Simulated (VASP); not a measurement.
Wanted: the native input for a VASP 6.6.1 run.

```
Task                   : single point
Functional             : PBEsol
Potentials or basis    : VASP PAW PBE potentials, release 64 (Ru_pv, Pt, Se)
Cutoff                 : 520 eV
k mesh                 : 3 × 3 × 2
Occupations            : gaussian, width 0.05 eV
Spin                   : collinear spin, ferromagnetic start
Starting moments       : [4.0, 0.0, 0.0, 0.0, 0.0, 0.0, 0.0, 0.0, 0.0, 0.0, 0.0, 0.0, 0.0, 0.0, 0.0, 0.0, 0.0, 0.0, 0.0, 0.0, 0.0, 0.0, 0.0, 0.0] μB
Hubbard terms          : Ru d U = 4.0 eV
Dipole correction      : no
Further INCAR settings : LREAL = Auto; ALGO = Normal; EDIFF = 1e-07; NBANDS = 112
```

The structure of RuPt7Se16 lies in POSCAR:

```
RuPt7Se16
1.0
    7.4480000000      0.0000000000      0.0000000000
   -3.7240000000      6.4501572000      0.0000000000
    0.0000000000      0.0000000000     10.1240000000
Ru Pt Se
1 7 16
Direct
    1.0000000000      1.0000000000      0.0000000000
    1.0000000000      1.0000000000      0.5000000000
    0.0000000000      0.5000000000      0.0000000000
    0.0000000000      0.5000000000      0.5000000000
    0.5000000000      1.0000000000      0.0000000000
    0.5000000000      1.0000000000      0.5000000000
    0.5000000000      0.5000000000      0.0000000000
    0.5000000000      0.5000000000      0.5000000000
    0.1637911303      0.3275822607      0.1272082311
    0.1665432399      0.3330864798      0.6284345510
    0.1637911303      0.8362088697      0.1272082311
    0.1665432399      0.8334567601      0.6284345510
    0.6666666667      0.3333333333      0.1250914883
    0.6666666667      0.3333333333      0.6286561822
    0.6724177393      0.8362088697      0.1272082311
    0.6669135202      0.8334567601      0.6284345510
    0.3330864798      0.1665432399      0.3715654490
    0.3275822607      0.1637911303      0.8727917689
    0.3333333333      0.6666666667      0.3713438178
    0.3333333333      0.6666666667      0.8749085117
    0.8334567601      0.1665432399      0.3715654490
    0.8362088697      0.1637911303      0.8727917689
    0.8334567601      0.6669135202      0.3715654490
    0.8362088697      0.6724177393      0.8727917689
```

These files were run (other wordings do the same):

INCAR

```
SYSTEM = RuPt7Se16
  ALGO = Normal
  EDIFF = 1E-7
  ENCUT = 520
  GGA = PS
  ISIF = 2
  ISMEAR = 0
  ISPIN = 2
  KPAR = 4
  LASPH = .TRUE.
  LCHARG = .TRUE.
  LDAU = .TRUE.
  LDAUJ = 0 0 0
  LDAUL = 2 -1 -1
  LDAUPRINT = 1
  LDAUTYPE = 2
  LDAUU = 4 0 0
  LMAXMIX = 4
  LORBIT = 11
  LREAL = Auto
  LVHAR = .TRUE.
  LWAVE = .FALSE.
  MAGMOM = 4 0 0 0 0 0 0 0 0 0 0 0 0 0 0 0 0 0 0 0 0 0 0 0
  NBANDS = 112
  NELM = 150
  PREC = Accurate
  SIGMA = 0.05
```

KPOINTS

```
k-points
0
G
  3 3 2
  0 0 0
```

Potentials or basis: VASP PAW PBE potentials, release 64 (Ru_pv, Pt, Se).

Command:

```console
$ cat potpaw_PBE.64/Ru_pv/POTCAR potpaw_PBE.64/Pt/POTCAR potpaw_PBE.64/Se/POTCAR > POTCAR
$ mpirun -np 4 vasp_std > vasp.out
```

It gave:

- Pressure: -0.8 GPa
- Largest force: 0.101 eV/Å
- Band gap on the k mesh: zero (filled and empty bands overlap)
- Net moment: 0.00 μB per cell
- Valence electrons inside the program's atomic spheres: Ru 12.76; Pt 9.40, 9.38 (each value once); Se 3.78, 3.76, 3.77 (each value once)

Caveat: the PAW data sets were made with another functional, which shifts forces and pressure a little; spin-orbit coupling is left out, which moves the levels of the heavy elements.

Run time: 7 min on 4 MPI ranks on Intel(R) Xeon(R) 6975P-C (Granite Rapids) (shared host), peak memory 1 GiB a rank.
